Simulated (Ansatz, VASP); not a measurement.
Sb in VASP and in Ansatz

INCAR

```
PREC = Accurate
ENCUT = 520
EDIFF = 1E-6
ISMEAR = 0
SIGMA = 0.1
LREAL = False
LASPH = True
NELM = 60
ALGO = Normal
ISIF = 2
LWAVE = False
LCHARG = False
GGA = PS
NBANDS = 12
```

KPOINTS

```
regular mesh
0
Gamma
  12 12 12
```

POSCAR

```
Sb
1.0
    2.2922762822      1.3234463286      3.9875326451
   -2.2922762822      1.3234463286      3.9875326451
    0.0000000000     -2.6468926571      3.9875326451
Sb
2
Direct
    0.2338900000      0.2338900000      0.2338900000
    0.7661100000      0.7661100000      0.7661100000
```

Input for Ansatz:

```yaml
crystal:
  lattice:
    - [2.2922762822, 1.3234463286, 3.9875326451]
    - [-2.2922762822, 1.3234463286, 3.9875326451]
    - [0.0, -2.6468926571, 3.9875326451]
  atoms:
    - { symbol: Sb, position: [0.23389, 0.23389, 0.23389] }
    - { symbol: Sb, position: [0.76611, 0.76611, 0.76611] }
basis:
  ecutwfc: 420
kpoints:
  mp_grid: { grid: [12, 12, 12] }
hamiltonian:
  xc: pbesol
scf:
  occupations: { method: gaussian, width: 0.1 }
output:
  forces: true
  stress: true
  eigenvalues: true
```

Alike in both runs: task single point; functional PBEsol; k mesh 12 × 12 × 12; occupations gaussian, width 0.1 eV; no spin polarisation.

```csv
,VASP,Ansatz
version,VASP 6.6.1,Ansatz 0.2.0
potentials or method,"VASP PAW PBE potentials, release 64 (Sb), cutoff 520 eV","scalar-relativistic, plane waves, PAW"
valence electrons in the cell,10,30
```

```tsv
	VASP	Ansatz	Ansatz less VASP
gap on the k mesh at the Fermi level (eV)	none	none	-
pressure (GPa)	-7.0	-7.1	-0.03
traceless stress, the component that is largest in VASP (GPa)	0.74	0.75	+0.013
rms of the force components (eV/Å)	0.352	0.365	+0.0128
```

VASP's potentials were made for PBE, not for PBEsol. Atom by atom the forces differ by 0.013 eV/Å (rms over components). A gap of «none» marks a metal or a gap that the smearing closes. The functional is the same, so the differences come from potentials, cutoffs and numerics. VASP's potentials hold 10 valence electrons a cell and Ansatz's 30, so a difference there can come from the potentials and not from the codes.

Neither program's run includes spin-orbit coupling.
